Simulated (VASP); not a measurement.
# Ti (Fm-3m) in VASP: a series of runs

Ti is run at these levels: LDA; tasks: single point.

Everything below comes from runs of VASP 6.6.1. Logs are shortened: lines on timing, memory, paths and dates and some standing lists are left out, and cuts for length are marked.

## Step 1: The cell of the first run

The structure is cubic, space group Fm-3m (No. 225). The conventional cell has a = 4.007 Å, b = 4.007 Å, c = 4.007 Å, α = 90.00°, β = 90.00°, γ = 90.00°. Within 3.7 Å of Ti (site symmetry m-3m) lie 12 Ti at 2.83 Å.

## Step 2: Single point, LDA

The input, INCAR:

```
SYSTEM = Ti
ALGO = Normal
EDIFF = 1E-6
ENCUT = 520
GGA = CA
ISIF = 2
ISMEAR = 1
LASPH = .TRUE.
LCHARG = .TRUE.
LELF = .TRUE.
LREAL = .FALSE.
LVHAR = .TRUE.
LWAVE = .FALSE.
NBANDS = 12
NELM = 100
PREC = Accurate
SIGMA = 0.05
```

The input, KPOINTS:

```
k-points
0
G
  9 9 9
  0 0 0
```

The input, POSCAR:

```
Ti
1.0
    0.0000000000      2.0032723002      2.0032723002
    2.0032723002      0.0000000000      2.0032723002
    2.0032723002      2.0032723002      0.0000000000
Ti
1
Direct
    0.0000000000      0.0000000000      0.0000000000
```

Potentials or basis: VASP PAW LDA potentials, release 64 (Ti_sv).

The run is started by

```
> cat potpaw_LDA.64/Ti_sv/POTCAR > POTCAR
> mpirun -np 1 vasp_std > vasp.out
```

OUTCAR:

```text
SYSTEM = Ti
   EDIFF = 1E-6
   ENCUT = 520
   GGA = CA
   ISIF = 2
   ISMEAR = 1
   LASPH = .TRUE.
   LREAL = .FALSE.
   NELM = 100
   PREC = Accurate

 ion  position               nearest neighbor table
   1  0.000  0.000  0.000-

  LATTYP: Found a face centered cubic cell.
 ALAT       =     4.0065446004

  Lattice vectors:

 A1 = (   0.0000000000,   2.0032723002,   2.0032723002)
 A2 = (   2.0032723002,   0.0000000000,   2.0032723002)
 A3 = (   2.0032723002,   2.0032723002,   0.0000000000)

Analysis of symmetry for initial positions (statically):
=====================================================================
 Subroutine PRICEL returns:
 Original cell was already a primitive cell.

 Routine SETGRP: Setting up the symmetry group for a
 face centered cubic supercell.

 Subroutine GETGRP returns: Found 48 space group operations
 (whereof 48 operations were pure point group operations)
 out of a pool of 48 trial point group operations.

The static configuration has the point symmetry O_h .

Analysis of symmetry for dynamics (positions and initial velocities):
=====================================================================
 Subroutine PRICEL returns:
 Original cell was already a primitive cell.

 Routine SETGRP: Setting up the symmetry group for a
 face centered cubic supercell.

 Subroutine GETGRP returns: Found 48 space group operations
 (whereof 48 operations were pure point group operations)
 out of a pool of 48 trial point group operations.

The dynamic configuration has the point symmetry O_h .

 Subroutine INISYM returns: Found 48 space group operations
 (whereof 48 operations are pure point group operations),
 and found     1 'primitive' translations

----------------------------------------------------------------------------------------

                                     Primitive cell

  volume of cell :      16.0787

  direct lattice vectors                    reciprocal lattice vectors
     0.000000000  2.003272300  2.003272300    -0.249591631  0.249591631  0.249591631
     2.003272300  0.000000000  2.003272300     0.249591631 -0.249591631  0.249591631
     2.003272300  2.003272300  0.000000000     0.249591631  0.249591631 -0.249591631

  length of vectors
     2.833054856  2.833054856  2.833054856     0.432305385  0.432305385  0.432305385

  position of ions in fractional coordinates (direct lattice)
     0.000000000  0.000000000  0.000000000

  ion indices of the primitive-cell ions
   primitive index   ion index
                 1           1

----------------------------------------------------------------------------------------

 KPOINTS: k-points

Automatic generation of k-mesh.
 Grid dimensions read from file:
 generate k-points for:    9    9    9

 Generating k-lattice:

  Cartesian coordinates                     Fractional coordinates (reciprocal lattice)
    -0.027732403  0.027732403  0.027732403     0.111111111  0.000000000  0.000000000
     0.027732403 -0.027732403  0.027732403     0.000000000  0.111111111  0.000000000
     0.027732403  0.027732403 -0.027732403     0.000000000  0.000000000  0.111111111

  Length of vectors
     0.048033932  0.048033932  0.048033932

  Shift w.r.t. Gamma in fractional coordinates (k-lattice)
     0.000000000  0.000000000  0.000000000

 Subroutine IBZKPT returns following result:
 ===========================================

 Found     35 irreducible k-points:

 Following reciprocal coordinates:
            Coordinates               Weight
  0.000000  0.000000  0.000000      1.000000
  0.111111  0.000000  0.000000      8.000000
  0.222222  0.000000  0.000000      8.000000
  0.333333  0.000000  0.000000      8.000000
  0.444444  0.000000  0.000000      8.000000
  0.111111  0.111111  0.000000      6.000000
[... 16 lines left out ...]
 -0.333333  0.333333  0.000000     12.000000
  0.444444  0.444444  0.000000      6.000000
 [... further k-points ...]
   k-points           NKPTS =     35   k-points in BZ     NKDIM =     35   number of bands    NBANDS=     12
   number of dos      NEDOS =    301   number of ions     NIONS =      1
   total plane-waves  NPLWV =  13824
   dimension x,y,z NGX =    24 NGY =   24 NGZ =   24
   dimension x,y,z NGXF=    48 NGYF=   48 NGZF=   48
   ions per type =               1
   NGX,Y,Z   is equivalent  to a cutoff of  14.08, 14.08, 14.08 a.u.
   NGXF,Y,Z  is equivalent  to a cutoff of  28.17, 28.17, 28.17 a.u.
 SYSTEM =  Ti
   PREC   = accura    normal or accurate (medium, high low for compatibility)
   ISTART =      0    job   : 0-new  1-cont  2-samecut
   ICHARG =      2    charge: 1-file 2-atom 10-const
   ISPIN  =      1    spin polarized calculation?
   LNONCOLLINEAR =      F non collinear calculations
   LSORBIT =      F    spin-orbit coupling
   LASPH  =      T    aspherical Exc in radial PAW
   ENCUT  =  520.0 eV  38.22 Ry    6.18 a.u.   5.27  5.27  5.27*2*pi/ulx,y,z
   NELM   =    100;   NELMIN=  2; NELMDL= -5     # of ELM steps
   EDIFF  = 0.1E-05   stopping-criterion for ELM
   LREAL  =      F    real-space projection
   EDIFFG = 0.1E-04   stopping-criterion for IOM
   NSW    =      0    number of steps for IOM
   IBRION =     -1    ionic relax: 0-MD 1-quasi-New 2-CG
   NFREE  =      0    steps in history (QN), initial steepest desc. (CG)
   ISIF   =      2    stress and relaxation
   ISYM   =      2    0-nonsym 1-usesym 2-fastsym
   POTIM  = 0.5000    time-step for ionic-motion
   TEBEG  =    0.0;   TEEND  =   0.0 temperature during run
   PSTRESS=    0.0 pullay stress
   NELECT =      12.0000    total number of electrons
   NUPDOWN=      -1.0000    fix difference up-down
   EMIN   =  10.00;   EMAX   =-10.00  energy-range for DOS
   EFERMI =   0.00;   METHOD = LEGACY
   ISMEAR =     1;   SIGMA  =   0.05  broadening in eV -4-tet -1-fermi 0-gaus
   EFERMI_NEDOS =   21; number of points for ismear=-14 and -15
   IALGO  =     38    algorithm
   IMIX   =      4    mixing-type and parameters
     AMIX     =   0.40;   BMIX     =  1.00
     AMIX_MAG =   1.60;   BMIX_MAG =  1.00
  volume/ion in A,a.u.               =      16.08       108.50
  Fermi-wavevector in a.u.,A,eV,Ry     =   1.484973  2.806192 30.002822  2.205145
  Thomas-Fermi vector in A             =   2.598443
   LORBIT       =      0    0 simple, 1 ext, 2 COOP (PROOUT), +10 PAW based schemes
   GGA     = CA    functional components
   LHFCALC =     F    Hartree Fock is set to
   AEXX    =    0.0000 exact exchange contribution
   IVDW    =     0    specifies the selected vdW correction
   LEPSILON=     F    determine dielectric tensor
   LRPA    =     F    only Hartree local field effects (RPA)
 non-spin polarized calculation
 Methfessel and Paxton  Order N= 1 SIGMA  =   0.05
  energy-cutoff  :      520.00
  volume of cell :       16.08
 maximum number of plane-waves:       448
 NGX is ok and might be reduce to    24
   NGX = 11   NGY = 11   NGZ = 11

 number of electron      11.9999999 magnetization

 Free energy of the ion-electron system (eV)
  ---------------------------------------------------
  ext. energy  EPLUGINS =         0.00000000
  ---------------------------------------------------
  free energy    TOTEN  =        -8.49046749 eV

  energy without entropy =       -8.48925773  energy(sigma->0) =       -8.49006424

 E-fermi :   8.8397     XC(G=0): -12.1595

 val. band max:        8.8363690605   @ k =  -0.3333   0.3333   0.1111
 cond. band min:       8.8456846915   @ k =  -0.3333   0.2222   0.0000
 fundamental gap:      0.0093156310
 Fermi energy:         8.8396854342

 k-point     1 :       0.0000    0.0000    0.0000
  band No.  band energies     occupation
      1     -47.0820      2.00000
      2     -23.2054      2.00000
      3     -23.2054      2.00000
      4     -23.2054      2.00000
      5       2.6410      2.00000
      6       9.7104     -0.00000
      7       9.7104     -0.00000
      8       9.7104     -0.00000
      9      11.4946      0.00000
     10      11.4946      0.00000
     11      24.6042      0.00000
     12      29.3769      0.00000

 k-point     2 :       0.1111    0.0000    0.0000
  band No.  band energies     occupation
      1     -47.0617      2.00000
      2     -23.3131      2.00000
      3     -23.2186      2.00000
      4     -23.2186      2.00000
      5       3.0648      2.00000
      6       9.4571     -0.00000
      7       9.8563      0.00000
      8       9.8563      0.00000
      9      11.4068      0.00000
     10      11.4068      0.00000
     11      24.9402      0.00000
     12      27.0416      0.00000

 k-point     3 :       0.2222    0.0000    0.0000
  band No.  band energies     occupation
      1     -47.0099      2.00000
      2     -23.5804      2.00000
      3     -23.2518      2.00000
      4     -23.2518      2.00000
      5       4.1888      2.00000
      6       8.9696     -0.00148
      7      10.0085      0.00000
      8      10.0085      0.00000
      9      11.4745      0.00000
     10      11.4745      0.00000
     11      23.4114      0.00000
     12      25.6183      0.00000

 k-point     4 :       0.3333    0.0000    0.0000
  band No.  band energies     occupation
      1     -46.9503      2.00000
      2     -23.8758      2.00000
      3     -23.2892      2.00000
      4     -23.2892      2.00000
      5       5.4516      2.00000
      6       8.8931     -0.06163
      7       9.8071     -0.00000
      8       9.8071     -0.00000
      9      12.0661      0.00000
     10      12.0661      0.00000
     11      20.4307      0.00000
     12      24.7701      0.00000

 k-point     5 :       0.4444    0.0000    0.0000
  band No.  band energies     occupation
      1     -46.9111      2.00000
      2     -24.0642      2.00000
      3     -23.3135      2.00000
      4     -23.3135      2.00000
      5       6.0160      2.00000
      6       9.5918     -0.00000
      7       9.5925     -0.00000
      8       9.5925     -0.00000
      9      12.6325      0.00000
     10      12.6325      0.00000
     11      18.2005      0.00000
     12      23.9749      0.00000
[... 228 lines left out ...]
      1     -46.8746      2.00000
      2     -23.9303      2.00000
      3     -23.5114      2.00000
      4     -23.4656      2.00000
      5       6.2488      2.00000
      6       7.2758      2.00000
      7      10.2390      0.00000
      8      11.8925      0.00000
      9      12.8053      0.00000
     10      13.2295      0.00000
     11      21.0958      0.00000
     12      22.1532      0.00000

 k-point    22 :      -0.4444    0.3333    0.0000
  band No.  band energies     occupation
      1     -46.8568      2.00000
      2     -23.9206      2.00000
      3     -23.6449      2.00000
      4     -23.4531      2.00000
      5       6.7499      2.00000
      6       7.4404      2.00000
      7       9.7421     -0.00000
      8      11.5700      0.00000
      9      12.7518      0.00000
     10      15.5588      0.00000
     11      18.2526      0.00000
     12      20.8880      0.00000

 k-point    23 :      -0.3333    0.3333    0.0000
  band No.  band energies     occupation
      1     -46.8625      2.00000
      2     -23.7970      2.00000
      3     -23.7881      2.00000
      4     -23.4054      2.00000
      5       7.4614      2.00000
      6       7.6348      2.00000
      7       9.0314     -0.00000
      8      11.1171      0.00000
      9      12.2326      0.00000
     10      15.9922      0.00000
     11      18.2013      0.00000
     12      20.2904      0.00000

 k-point    24 :       0.4444    0.4444    0.0000
  band No.  band energies     occupation
      1     -46.8558      2.00000
      2     -24.0049      2.00000
      3     -23.5039      2.00000
      4     -23.5039      2.00000
      5       5.9930      2.00000
      6       6.9433      2.00000
      7      11.7396      0.00000
      8      12.6495      0.00000
      9      12.8746      0.00000
     10      12.8746      0.00000
     11      20.8482      0.00000
     12      21.6471      0.00000

 [... further k-points ...]
[... 5 lines left out ...]
  --------------------------------------------------------------------------------------
  -------------------------------------------------------------------------------------
  Total       -0.0209446     -0.0209446     -0.0209446      0.0000000      0.0000000     -0.0000000
  in kB       -2.0870497     -2.0870497     -2.0870497      0.0000000      0.0000000     -0.0000000
  external PRESSURE =      -2.0870497 kB  Pullay stress =       0.0000000 kB

 VOLUME and BASIS-vectors are now :
 -----------------------------------------------------------------------------
  energy-cutoff  :      520.00
  volume of cell :       16.08
      direct lattice vectors                 reciprocal lattice vectors
     0.000000000  2.003272300  2.003272300    -0.249591631  0.249591631  0.249591631
     2.003272300  0.000000000  2.003272300     0.249591631 -0.249591631  0.249591631
     2.003272300  2.003272300  0.000000000     0.249591631  0.249591631 -0.249591631

 POSITION                                       TOTAL-FORCE (eV/Angst)
 -----------------------------------------------------------------------------------
      0.00000      0.00000      0.00000         0.000000      0.000000      0.000000
 -----------------------------------------------------------------------------------
    total drift:                               -0.000000      0.000000     -0.000000

  FREE ENERGIE OF THE ION-ELECTRON SYSTEM (eV)
  ---------------------------------------------------
  free  energy   TOTEN  =        -8.4904674935 eV

  energy  without entropy=       -8.4892577267  energy(sigma->0) =       -8.49006424
```

It took 9.4 s on 1 thread of Intel Xeon 8259CL, shared host; peak memory 0.13 GiB.

What came out:

```yaml
Free_energy: -8.4905 eV
Pressure: -0.2 GPa
Band_gap_on_the_k_mesh: zero (band 6 reaches 9.71 eV, above the bottom of band 7 at 8.32 eV)
```

Levels at points of the mesh, in eV from the Fermi level:
| k point | band 4 | band 5 | band 6 | band 7 | band 8 | band 9 |
| --- | --- | --- | --- | --- | --- | --- |
| (0.00, 0.00, 0.00) | -32.05 | -6.20 | 0.87 | 0.87 | 0.87 | 2.65 |

(Part 1 of 2 ends here.)
